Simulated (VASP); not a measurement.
Input of a VASP 6.6.1 run:

The input INCAR:

```
SYSTEM = MgH4
  PREC = Accurate
  ENCUT = 840
  EDIFF = 1E-6
  ISMEAR = 0
  SIGMA = 0.1
  LREAL = Auto
  LASPH = .TRUE.
  NELM = 120
  ALGO = Normal
  ISIF = 2
  LWAVE = .FALSE.
  LCHARG = .FALSE.
  GGA = PE
  NBANDS = 34
  GGA_COMPAT = .FALSE.
```

KPOINTS

```
Automatic mesh
0
G
  4 4 4
  0 0 0
```

The input POSCAR:

```
MgH4
1.0
   -3.4448316600      3.4448316600      4.0925773600
    3.4448316600     -3.4448316600      4.0925773600
    3.4448316600      3.4448316600     -4.0925773600
Mg H
3 12
Direct
    0.8216726100      0.3216726100      0.5000000000
    0.6783273900      0.1783273900      0.5000000000
    0.5000000000      0.5000000000      0.0000000000
    0.0762263600      0.0762263600      0.1524527200
    0.9237736400      0.9237736400      0.8475472800
    0.9237736400      0.0762263600      0.0000000000
    0.0762263600      0.9237736400      0.0000000000
    0.5994241300      0.5753198800      0.8445659800
    0.7307539000      0.7548581500      0.1554340200
    0.4246801200      0.2692461000      0.0241042500
    0.2451418500      0.4005758700      0.9758957500
    0.7307539000      0.5753198800      0.9758957500
    0.5994241300      0.7548581500      0.0241042500
    0.2451418500      0.2692461000      0.8445659800
    0.4246801200      0.4005758700      0.1554340200
```

Potentials or basis: VASP PAW PBE potentials, release 64 (Mg_sv, H).

Command:

```console
$ cat potpaw_PBE.64/Mg_sv/POTCAR potpaw_PBE.64/H/POTCAR > POTCAR
$ mpirun -np 1 vasp_std > vasp.out
```

Problem. What does it give for the largest force?

Solution. 85.267 eV/Å.

Problem. Predict the band gap on the k mesh.

Solution. Zero (bands 21 and 22 overlap by 0.40 eV).

Problem. What does it give for the pressure?

Solution. 36.2 GPa.

Stress tensor (GPa, compression positive):
```
 5.68  0.00  0.00
 0.00  5.68  0.00
 0.00  0.00 97.09
```

Caveat: atoms lie so close that the PAW spheres overlap strongly, which falsifies energies and pressures; the stress differs along the axes, from 6 to 97 GPa; forces of over 1 eV/Å act on the atoms, so gaps and moduli don't describe the material at rest.
